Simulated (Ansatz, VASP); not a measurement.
# Two plane-wave programs on C

The input INCAR:

```
SYSTEM = C
PREC = Accurate
ENCUT = 520
EDIFF = 1E-6
ISMEAR = 0
SIGMA = 0.1
LREAL = .False.
LASPH = .True.
NELM = 80
ALGO = Normal
ISIF = 2
LWAVE = .False.
LCHARG = .False.
GGA = PE
NBANDS = 8
```

KPOINTS

```
Automatic mesh
0
Gamma
  10 10 10
  0 0 0
```

The input POSCAR:

```
C
1.0
   -1.3030269469      1.3030269469      1.0574771561
    1.3030269469     -1.3030269469      1.0574771561
    1.3030269469      1.3030269469     -1.0574771561
C
1
Direct
    0.0000000000      0.0000000000      0.0000000000
```

Input for Ansatz:

```yaml
crystal:
  lattice:
    - [-1.3030269469, 1.3030269469, 1.0574771561]
    - [1.3030269469, -1.3030269469, 1.0574771561]
    - [1.3030269469, 1.3030269469, -1.0574771561]
  atoms:
    - { symbol: C, position: [0.0, 0.0, 0.0] }
basis:
  ecutwfc: 420
kpoints:
  mp_grid: { grid: [10, 10, 10] }
hamiltonian:
  xc: pbe
scf:
  occupations: { method: gaussian, width: 0.1 }
output:
  forces: true
  stress: true
  eigenvalues: true
```

Alike in both runs: task single point; functional PBE; k mesh 10 × 10 × 10; occupations gaussian, width 0.1 eV; no spin polarisation.

|  | VASP | Ansatz |
| --- | --- | --- |
| version | VASP 6.6.1 | Ansatz 0.2.0 |
| potentials or method | VASP PAW PBE potentials, release 64 (C), cutoff 520 eV | scalar-relativistic, plane waves, PAW |
| valence electrons in the cell | 4 | 4 |

|  | VASP | Ansatz | Ansatz less VASP |
| --- | --- | --- | --- |
| gap on the k mesh at the Fermi level (eV) | none | none | - |
| pressure (GPa) | -11.7 | -11.8 | -0.16 |
| traceless stress, the component that is largest in VASP (GPa) | -1.06 | -1.06 | 0.000 |

A gap of «none» marks a metal or a gap that the smearing closes.

The k mesh is coarse, so the values compare programs but aren't converged.
